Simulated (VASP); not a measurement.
Here is a VASP 6.6.1 calculation.

Contents of INCAR:

```
SYSTEM = WCl4F2
PREC = Accurate
ENCUT = 600
EDIFF = 1E-6
ISMEAR = 0
SIGMA = 0.15
LREAL = .False.
LASPH = .True.
NELM = 80
ALGO = Normal
ISIF = 3
LWAVE = .False.
LCHARG = .False.
GGA = PE
IBRION = 2
NSW = 36
EDIFFG = -0.08
```

KPOINTS

```
regular mesh
0
Gamma
  3 3 3
  0 0 0
```

The input POSCAR:

```
WCl4F2
1.0
    5.7456831800      0.0000000000      0.0000000000
    2.8728415900      4.9759076000      0.0000000000
    2.8728415900      1.6586358700      5.2023656400
W Cl F
1 4 2
Direct
    0.0000000000      0.0000000000      0.0000000000
    0.4130000000      0.7470000000      0.7600000000
    0.9200000000      0.5870000000      0.2400000000
    0.0800000000      0.4130000000      0.7600000000
    0.7470000000      0.0800000000      0.7600000000
    0.6610000000      0.2070000000      0.1980000000
    0.2070000000      0.9340000000      0.1980000000
```

Potentials or basis: VASP PAW PBE potentials, release 64 (W_sv, Cl, F).

The run is started by

```sh
$ cat potpaw_PBE.64/W_sv/POTCAR potpaw_PBE.64/Cl/POTCAR potpaw_PBE.64/F/POTCAR > POTCAR
$ mpirun -np 1 vasp_std > vasp.out
```

Problem. What does it give for the relaxed volume?

Solution. 28.45 Å³/atom.

Problem. Predict the band gap on the k mesh.

Solution. 2.27 eV, indirect (least direct gap 2.31 eV).

Problem. Predict the relaxed cell.

Solution. a = 6.297 Å, b = 6.348 Å, c = 6.828 Å, α = 61.85°, β = 62.19°, γ = 60.31°.

Problem. Estimate the space group after relaxing (to 0.05 Å).

Solution. P1 (No. 1).

The path:
| step | energy change (eV) | largest force (eV/Å) | pressure (GPa) | volume (Å³) |
| --- | --- | --- | --- | --- |
| 1 | 0.0000 | 1.1097 | 3.62 | 148.74 |
| 2 | -0.0509 | 1.8302 | -2.66 | 159.31 |
| 3 | -0.1133 | 1.0473 | -0.25 | 154.60 |
| 4 | -0.2622 | 0.6705 | 0.24 | 159.10 |
| 5 | -0.3143 | 0.4299 | 0.80 | 163.90 |
| 6 | -0.3814 | 0.5509 | 0.87 | 169.04 |
| 7 | -0.4026 | 1.5233 | 1.16 | 175.49 |
| 8 | -0.4299 | 1.2426 | 0.75 | 178.24 |
| 9 | -0.4770 | 0.7185 | -0.28 | 186.62 |
| 10 | -0.4826 | 0.7460 | -0.70 | 190.41 |
| 11 | -0.5103 | 0.4590 | -0.33 | 191.87 |
| 12 | -0.5252 | 0.1307 | 0.19 | 193.78 |
| 13 | -0.5253 | 0.1396 | 0.24 | 193.93 |
| 14 | -0.5275 | 0.1248 | 0.19 | 194.55 |
| 15 | -0.5310 | 0.1576 | 0.04 | 196.43 |
| 16 | -0.5312 | 0.2167 | 0.00 | 196.98 |
| 17 | -0.5332 | 0.1567 | -0.02 | 197.58 |
| 18 | -0.5351 | 0.1365 | -0.08 | 199.37 |
| 19 | -0.5352 | 0.1066 | -0.07 | 199.02 |
| 20 | -0.5361 | 0.0457 | 0.08 | 199.18 |

Caveat: the k points lie up to 0.40 Å⁻¹ apart in the final cell; the volume moved by over 15 % at a fixed basis, so the end points are rough; spin-orbit coupling is left out, which moves the levels of the heavy elements; the relaxation stopped at a loose force limit of 0.08 eV/Å, so its end isn't a converged minimum. A hybrid or GW would open this gap; PBE tends to underestimate it.
